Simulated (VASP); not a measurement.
Cu5Mo: single point with PBE

Cu5Mo:

```
Cu Mo
1.0
     4.70875    0.00000    0.00000
    -2.35437    4.07790    0.00000
     0.00000    0.00000    4.11690
Cu Mo
5 1
Cartesian
  2.3544 0.0000 2.0584
  1.1772 2.0389 2.0584
  -1.1772 2.0389 2.0584
  0.0000 2.7186 0.0000
  2.3544 1.3593 0.0000
  0.0000 0.0000 0.0000
```

The cell was built from a structure type or drawn by symmetry, and may not be a known phase.

```yaml
Program: VASP 6.6.1
Task: single point
Functional: PBE
Potentials_or_basis: VASP PAW PBE potentials, release 64 (Cu, Mo_sv)
Cutoff: 520 eV
k_mesh: 6 × 6 × 4
Occupations: gaussian, width 0.1 eV
Spin: no spin polarisation
```

The pressure is 0.7 GPa. The band gap on the k mesh is zero (an odd number of electrons rules out a gap without spin polarisation).

Stress tensor (GPa, compression positive):
```
0.65 0.00 0.00
0.00 0.65 0.00
0.00 0.00 0.79
```

Levels at points of the mesh, in eV from the Fermi level:
| k point | band 33 | band 34 | band 35 | band 36 | band 37 | band 38 |
| --- | --- | --- | --- | --- | --- | --- |
| (0.00, 0.00, 0.00) | -0.18 | -0.12 | 0.43 | 0.57 | 0.57 | 2.01 |
| (0.50, 0.00, 0.00) | -0.47 | 0.12 | 0.16 | 0.46 | 0.51 | 2.63 |
| (0.00, 0.00, 0.50) | -1.05 | -0.74 | -0.74 | 0.36 | 0.78 | 5.55 |
| (0.50, 0.00, 0.50) | -1.27 | -0.13 | 0.36 | 0.43 | 1.16 | 1.41 |

Wall time 47 s on 1 thread of Intel(R) Xeon(R) 6975P-C (Granite Rapids) (shared host), peak memory 0.22 GiB.

Caveat: the k points lie up to 0.38 Å⁻¹ apart, too coarse for converged energies and pressures of a metal.
